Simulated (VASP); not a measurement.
# BaO (Fm-3m) in VASP: single point with PBE

Aim: the single point of BaO with PBE.

Everything below comes from runs of VASP 6.6.1. Logs are shortened: lines on timing, memory, paths and dates and some standing lists are left out, and cuts for length are marked.

### 1 The cell of the first run

Symmetry: Fm-3m, No. 225, cubic system. Conventional cell: a = 5.581 Å, b = 5.581 Å, c = 5.581 Å, α = 90.00°, β = 90.00°, γ = 90.00°. Ba (site symmetry m-3m) has 6 O at 2.79 Å within 3.7 Å. Within 3.7 Å of O (site symmetry m-3m) lie 6 Ba at 2.79 Å.

### 2 Single point, PBE

INCAR

```
SYSTEM = BaO
PREC     = Accurate       ! precision mode
ENCUT    = 600            ! plane-wave cutoff, eV
EDIFF    = 1E-6           ! SCF threshold, eV
ISMEAR   = 0              ! smearing method
SIGMA    = 0.1            ! smearing width, eV
LREAL    = .FALSE.        ! projectors in reciprocal space
LASPH    = .TRUE.         ! aspherical terms in the spheres
NELM     = 120            ! most SCF steps
ALGO     = Normal         ! electronic algorithm
ISIF     = 2              ! what is computed and relaxed
LWAVE    = .FALSE.        ! write WAVECAR
LCHARG   = .FALSE.        ! write CHGCAR
GGA      = PE             ! functional
NBANDS   = 15             ! bands
GGA_COMPAT= .FALSE.
```

KPOINTS

```
regular mesh
0
G
  6 6 6
  0 0 0
```

POSCAR

```
BaO
1.0
    0.0000000000      2.7903920000      2.7903920000
    2.7903920000      0.0000000000      2.7903920000
    2.7903920000      2.7903920000      0.0000000000
Ba O
1 1
Direct
    0.0000000000      0.0000000000      0.0000000000
    0.5000000000      0.5000000000      0.5000000000
```

Potentials or basis: VASP PAW PBE potentials, release 64 (Ba_sv, O).

Command:

```
$ cat potpaw_PBE.64/Ba_sv/POTCAR potpaw_PBE.64/O/POTCAR > POTCAR
$ mpirun -np 1 vasp_std > vasp.out
```

OUTCAR:

```text
SYSTEM = BaO
   PREC = Accurate
   ENCUT = 600
   EDIFF = 1E-6
   ISMEAR = 0
   LREAL = .FALSE.
   LASPH = .TRUE.
   NELM = 120
   ISIF = 2
   GGA = PE

 ion  position               nearest neighbor table
   1  0.000  0.000  0.000-   2 2.79   2 2.79   2 2.79   2 2.79   2 2.79   2 2.79
   2  0.500  0.500  0.500-   1 2.79   1 2.79   1 2.79   1 2.79   1 2.79   1 2.79

  LATTYP: Found a face centered cubic cell.
 ALAT       =     5.5807840000

  Lattice vectors:

 A1 = (   0.0000000000,   2.7903920000,   2.7903920000)
 A2 = (   2.7903920000,   0.0000000000,   2.7903920000)
 A3 = (   2.7903920000,   2.7903920000,   0.0000000000)

Analysis of symmetry for initial positions (statically):
=====================================================================
 Subroutine PRICEL returns:
 Original cell was already a primitive cell.

 Routine SETGRP: Setting up the symmetry group for a
 face centered cubic supercell.

 Subroutine GETGRP returns: Found 48 space group operations
 (whereof 48 operations were pure point group operations)
 out of a pool of 48 trial point group operations.

The static configuration has the point symmetry O_h .

Analysis of symmetry for dynamics (positions and initial velocities):
=====================================================================
 Subroutine PRICEL returns:
 Original cell was already a primitive cell.

 Routine SETGRP: Setting up the symmetry group for a
 face centered cubic supercell.

 Subroutine GETGRP returns: Found 48 space group operations
 (whereof 48 operations were pure point group operations)
 out of a pool of 48 trial point group operations.

The dynamic configuration has the point symmetry O_h .

 Subroutine INISYM returns: Found 48 space group operations
 (whereof 48 operations are pure point group operations),
 and found     1 'primitive' translations

----------------------------------------------------------------------------------------

                                     Primitive cell

  volume of cell :      43.4536

  direct lattice vectors                    reciprocal lattice vectors
     0.000000000  2.790392000  2.790392000    -0.179186294  0.179186294  0.179186294
     2.790392000  0.000000000  2.790392000     0.179186294 -0.179186294  0.179186294
     2.790392000  2.790392000  0.000000000     0.179186294  0.179186294 -0.179186294

  length of vectors
     3.946210211  3.946210211  3.946210211     0.310359764  0.310359764  0.310359764

  position of ions in fractional coordinates (direct lattice)
     0.000000000  0.000000000  0.000000000
     0.500000000  0.500000000  0.500000000

  ion indices of the primitive-cell ions
   primitive index   ion index
                 1           1
                 2           2

----------------------------------------------------------------------------------------

 KPOINTS: regular mesh

Automatic generation of k-mesh.
 Grid dimensions read from file:
 generate k-points for:    6    6    6

 Generating k-lattice:

  Cartesian coordinates                     Fractional coordinates (reciprocal lattice)
    -0.029864382  0.029864382  0.029864382     0.166666667  0.000000000  0.000000000
     0.029864382 -0.029864382  0.029864382     0.000000000  0.166666667  0.000000000
     0.029864382  0.029864382 -0.029864382     0.000000000  0.000000000  0.166666667

  Length of vectors
     0.051726627  0.051726627  0.051726627

  Shift w.r.t. Gamma in fractional coordinates (k-lattice)
     0.000000000  0.000000000  0.000000000

 Subroutine IBZKPT returns following result:
 ===========================================

 Found     16 irreducible k-points:

 Following reciprocal coordinates:
            Coordinates               Weight
  0.000000  0.000000  0.000000      1.000000
  0.166667  0.000000  0.000000      8.000000
  0.333333  0.000000  0.000000      8.000000
  0.500000  0.000000  0.000000      4.000000
  0.166667  0.166667  0.000000      6.000000
  0.333333  0.166667  0.000000     24.000000
[... 8 lines left out ...]
 -0.333333  0.333333  0.166667     24.000000
 -0.333333  0.500000  0.166667     12.000000
   k-points           NKPTS =     16   k-points in BZ     NKDIM =     16   number of bands    NBANDS=     15
   number of dos      NEDOS =    301   number of ions     NIONS =      2
   total plane-waves  NPLWV =  32768
   dimension x,y,z NGX =    32 NGY =   32 NGZ =   32
   dimension x,y,z NGXF=    64 NGYF=   64 NGZF=   64
   ions per type =               1   1
   NGX,Y,Z   is equivalent  to a cutoff of  13.48, 13.48, 13.48 a.u.
   NGXF,Y,Z  is equivalent  to a cutoff of  26.96, 26.96, 26.96 a.u.
 SYSTEM =  BaO
   PREC   = accura    normal or accurate (medium, high low for compatibility)
   ISTART =      0    job   : 0-new  1-cont  2-samecut
   ICHARG =      2    charge: 1-file 2-atom 10-const
   ISPIN  =      1    spin polarized calculation?
   LNONCOLLINEAR =      F non collinear calculations
   LSORBIT =      F    spin-orbit coupling
   LASPH  =      T    aspherical Exc in radial PAW
   ENCUT  =  600.0 eV  44.10 Ry    6.64 a.u.   7.88  7.88  7.88*2*pi/ulx,y,z
   NELM   =    120;   NELMIN=  2; NELMDL= -5     # of ELM steps
   EDIFF  = 0.1E-05   stopping-criterion for ELM
   LREAL  =      F    real-space projection
   EDIFFG = 0.1E-04   stopping-criterion for IOM
   NSW    =      0    number of steps for IOM
   IBRION =     -1    ionic relax: 0-MD 1-quasi-New 2-CG
   NFREE  =      0    steps in history (QN), initial steepest desc. (CG)
   ISIF   =      2    stress and relaxation
   ISYM   =      2    0-nonsym 1-usesym 2-fastsym
   POTIM  = 0.5000    time-step for ionic-motion
   TEBEG  =    0.0;   TEEND  =   0.0 temperature during run
   PSTRESS=    0.0 pullay stress
   NELECT =      16.0000    total number of electrons
   NUPDOWN=      -1.0000    fix difference up-down
   EMIN   =  10.00;   EMAX   =-10.00  energy-range for DOS
   EFERMI =   0.00;   METHOD = LEGACY
   ISMEAR =     0;   SIGMA  =   0.10  broadening in eV -4-tet -1-fermi 0-gaus
   EFERMI_NEDOS =   21; number of points for ismear=-14 and -15
   IALGO  =     38    algorithm
   IMIX   =      4    mixing-type and parameters
     AMIX     =   0.40;   BMIX     =  1.00
     AMIX_MAG =   1.60;   BMIX_MAG =  1.00
  volume/ion in A,a.u.               =      21.73       146.62
  Fermi-wavevector in a.u.,A,eV,Ry     =   1.173383  2.217371 18.732862  1.376827
  Thomas-Fermi vector in A             =   2.309796
   LORBIT       =      0    0 simple, 1 ext, 2 COOP (PROOUT), +10 PAW based schemes
   GGA     = PE    functional components
   LHFCALC =     F    Hartree Fock is set to
   AEXX    =    0.0000 exact exchange contribution
   IVDW    =     0    specifies the selected vdW correction
   LEPSILON=     F    determine dielectric tensor
   LRPA    =     F    only Hartree local field effects (RPA)
 non-spin polarized calculation
 Gauss-broadening in eV      SIGMA  =   0.10
  energy-cutoff  :      600.00
  volume of cell :       43.45
 maximum number of plane-waves:      1464
   NGX = 15   NGY = 15   NGZ = 15

 number of electron      16.0000002 magnetization

 Free energy of the ion-electron system (eV)
  ---------------------------------------------------
  ext. energy  EPLUGINS =         0.00000000
  ---------------------------------------------------
  free energy    TOTEN  =       -11.80797588 eV

  energy without entropy =      -11.80797588  energy(sigma->0) =      -11.80797588

 E-fermi :   2.1621     XC(G=0):  -9.5159

 val. band max:        1.7204343044   @ k =   0.5000   0.5000   0.0000
 cond. band min:       3.7698143911   @ k =   0.5000   0.5000   0.0000
 fundamental gap:      2.0493800867
 Fermi energy:         2.1620601191

 k-point     1 :       0.0000    0.0000    0.0000
  band No.  band energies     occupation
      1     -24.1921      2.00000
      2     -13.2295      2.00000
      3      -8.7471      2.00000
      4      -8.7471      2.00000
      5      -8.7471      2.00000
      6       1.4360      2.00000
      7       1.4360      2.00000
      8       1.4360      2.00000
      9       5.1718      0.00000
     10       6.4156      0.00000
     11       6.4156      0.00000
     12       6.4156      0.00000
     13       8.6251      0.00000
     14       8.6251      0.00000
     15      11.6777      0.00000

 k-point     2 :       0.1667    0.0000    0.0000
  band No.  band energies     occupation
      1     -24.1358      2.00000
      2     -13.3969      2.00000
      3      -8.8057      2.00000
      4      -8.7768      2.00000
      5      -8.7768      2.00000
      6       0.9049      2.00000
      7       1.1176      2.00000
      8       1.1176      2.00000
      9       6.0923      0.00000
     10       6.4010      0.00000
     11       6.9076      0.00000
     12       6.9076      0.00000
     13       9.2800      0.00000
     14       9.2800      0.00000
     15      13.2332      0.00000

 k-point     3 :       0.3333    0.0000    0.0000
  band No.  band energies     occupation
      1     -24.0195      2.00000
      2     -13.7328      2.00000
      3      -8.9107      2.00000
      4      -8.8344      2.00000
      5      -8.8344      2.00000
      6       0.1323      2.00000
      7       0.5794      2.00000
      8       0.5794      2.00000
      9       6.3415      0.00000
     10       8.0860      0.00000
     11       8.0860      0.00000
     12       8.4985      0.00000
     13      10.7545      0.00000
     14      10.7545      0.00000
     15      15.3743      0.00000

 k-point     4 :       0.5000    0.0000    0.0000
  band No.  band energies     occupation
      1     -23.9592      2.00000
      2     -13.9013      2.00000
      3      -8.9578      2.00000
      4      -8.8623      2.00000
      5      -8.8623      2.00000
      6      -0.1870      2.00000
      7       0.3449      2.00000
      8       0.3449      2.00000
      9       6.6238      0.00000
     10       8.8093      0.00000
     11       8.8093      0.00000
     12       9.7819      0.00000
     13      12.0473      0.00000
     14      12.0473      0.00000
     15      15.0661      0.00000
[... 163 lines left out ...]
 k-point    14 :       0.5000    0.3333    0.1667
  band No.  band energies     occupation
      1     -23.9477      2.00000
      2     -13.6397      2.00000
      3      -9.3710      2.00000
      4      -9.3414      2.00000
      5      -8.8860      2.00000
      6       0.5520      2.00000
      7       0.7664      2.00000
      8       1.4140      2.00000
      9       5.3982      0.00000
     10       7.7358      0.00000
     11       8.7741      0.00000
     12       9.5088      0.00000
     13      10.8495      0.00000
     14      12.5723      0.00000
     15      14.4276      0.00000

 k-point    15 :      -0.3333    0.3333    0.1667
  band No.  band energies     occupation
      1     -23.9093      2.00000
      2     -13.6570      2.00000
      3      -9.5371      2.00000
      4      -9.5313      2.00000
      5      -8.8372      2.00000
      6       0.3842      2.00000
      7       1.1908      2.00000
      8       1.2179      2.00000
      9       6.4595      0.00000
     10       6.7036      0.00000
     11       8.9568      0.00000
     12      10.1650      0.00000
     13      11.4786      0.00000
     14      13.3819      0.00000
     15      14.0451      0.00000

 k-point    16 :      -0.3333    0.5000    0.1667
  band No.  band energies     occupation
      1     -23.8936      2.00000
      2     -13.5195      2.00000
      3      -9.9375      2.00000
      4      -9.5197      2.00000
      5      -8.9373      2.00000
      6       0.7381      2.00000
      7       1.5080      2.00000
      8       1.6106      2.00000
      9       5.0320      0.00000
     10       7.8695      0.00000
     11       8.2876      0.00000
     12      11.1086      0.00000
     13      11.3266      0.00000
     14      13.5974      0.00000
     15      13.8701      0.00000

------------------------ aborting loop because EDIFF is reached ----------------------------------------

  FORCE on cell =-STRESS in cart. coord.  units (eV):
  Direction    XX          YY          ZZ          XY          YZ          ZX
  --------------------------------------------------------------------------------------
  -------------------------------------------------------------------------------------
  Total        0.3334124      0.3334124      0.3334124     -0.0000000     -0.0000000      0.0000000
  in kB       12.2932485     12.2932485     12.2932485     -0.0000000     -0.0000000      0.0000000
  external PRESSURE =      12.2932485 kB  Pullay stress =       0.0000000 kB

 VOLUME and BASIS-vectors are now :
 -----------------------------------------------------------------------------
  energy-cutoff  :      600.00
  volume of cell :       43.45
      direct lattice vectors                 reciprocal lattice vectors
     0.000000000  2.790392000  2.790392000    -0.179186294  0.179186294  0.179186294
     2.790392000  0.000000000  2.790392000     0.179186294 -0.179186294  0.179186294
     2.790392000  2.790392000  0.000000000     0.179186294  0.179186294 -0.179186294

 POSITION                                       TOTAL-FORCE (eV/Angst)
 -----------------------------------------------------------------------------------
      0.00000      0.00000      0.00000        -0.000000      0.000000      0.000000
      2.79039      2.79039      2.79039         0.000000      0.000000     -0.000000
 -----------------------------------------------------------------------------------
    total drift:                                0.000000     -0.000000      0.000000

  FREE ENERGIE OF THE ION-ELECTRON SYSTEM (eV)
  ---------------------------------------------------
  free  energy   TOTEN  =       -11.8079758753 eV

  energy  without entropy=      -11.8079758753  energy(sigma->0) =      -11.80797588
```

Run time: 21 s. Hardware: 1 thread of AMD EPYC 7R13, shared host; peak memory 0.15 GiB.

What came out:

```
Free energy            : -11.8080 eV
Pressure               : 1.2 GPa
Band gap on the k mesh : 2.05 eV, direct
```

Caveat: spin-orbit coupling is left out, which moves the levels of the heavy elements. A k mesh can miss the band edges.
